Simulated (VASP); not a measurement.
The system is Cd3TeSe2.

```
Cd Te Se
1.0
     4.25202    0.00000    0.00000
    -2.12601    3.68235    0.00000
     0.00000    0.00000   10.41527
Cd Te Se
3 1 2
Cartesian
  0.0000 0.0000 0.0000
  2.1260 1.2275 3.4718
  0.0000 2.4549 6.9435
  0.0000 0.0000 7.8115
  2.1260 1.2275 0.8679
  0.0000 2.4549 4.3397
```

- Program: VASP 6.6.1
- Task: relaxation of cell and atoms
- Functional: PBE
- Potentials or basis: VASP PAW PBE potentials, release 64 (Cd, Te, Se)
- Cutoff: 600 eV
- k mesh: 6 × 6 × 2
- Occupations: gaussian, width 0.1 eV
- Spin: no spin polarisation

At the start: pressure 10.3 GPa; volume 27.18 Å³/atom.

Question: How do energy, volume and symmetry change on relaxing?

Answer: Over 10 steps the energy falls by 154.2 meV/atom and the volume is 31.94 Å³/atom (+17.5 %); space group P3m1 (No. 156, to 0.1 Å) before and after.

Step by step:
```tsv
step	energy change (eV)	largest force (eV/Å)	pressure (GPa)	volume (Å³)
1	0.0000	1.0734	10.27	163.08
2	-0.7462	0.3112	-2.58	207.76
3	-0.8639	0.4681	-0.10	193.22
4	-0.8639	0.4600	-0.22	193.86
5	-0.8829	0.3486	-0.18	193.40
6	-0.9132	0.3108	0.02	192.03
7	-0.9144	0.3478	0.11	191.69
8	-0.9236	0.0728	-0.07	192.27
9	-0.9237	0.0696	-0.09	192.34
10	-0.9249	0.0128	0.06	191.63
```

Final structure:
```
Cd Te Se
1.0
     4.48741    0.00000    0.00000
    -2.24371    3.88621    0.00000
     0.00000    0.00000   10.98844
Cd Te Se
3 1 2
Cartesian
  0.0000 0.0000 0.1474
  2.2437 1.2954 3.6652
  0.0000 2.5908 7.1712
  0.0000 0.0000 8.2717
  2.2437 1.2954 0.9757
  0.0000 2.5908 4.4927
```

Caveat: the volume moved by over 15 % at a fixed basis, so the end points are rough.
